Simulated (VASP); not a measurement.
A run of VASP 6.6.1 is set up as follows.

The input INCAR:

```
SYSTEM = TePb
PREC = Accurate ; ENCUT = 520
EDIFF = 1E-7 ; ISMEAR = 0
SIGMA = 0.05 ; LREAL = .FALSE.
LASPH = .TRUE. ; NELM = 60
ALGO = Normal ; ISIF = 2
LWAVE = .FALSE. ; LCHARG = .FALSE.
GGA = PE ; NBANDS = 17
```

File KPOINTS:

```
regular mesh
0
G
  8 8 8
  0 0 0
```

File POSCAR:

```
TePb
1.0
    0.1677476487      3.3130160625      3.3130160625
    3.3130160625      0.1677476487      3.3130160625
    3.3130160625      3.3130160625      0.1677476487
Te Pb
1 1
Direct
    0.5000000000      0.5000000000      0.5000000000
    0.0000000000      0.0000000000      0.0000000000
```

Potentials or basis: VASP PAW PBE potentials, release 64 (Te, Pb_d).

Command:

```sh
$ cat potpaw_PBE.64/Te/POTCAR potpaw_PBE.64/Pb_d/POTCAR > POTCAR
$ mpirun -np 1 vasp_std > vasp.out
```

(1) Estimate the band gap on the k mesh.

(2) Predict the pressure.

Answers

(1) 0.11 eV, indirect (least direct gap 0.55 eV).

(2) 2.2 GPa.

Caveat: spin-orbit coupling is left out, which moves the levels of the heavy elements.
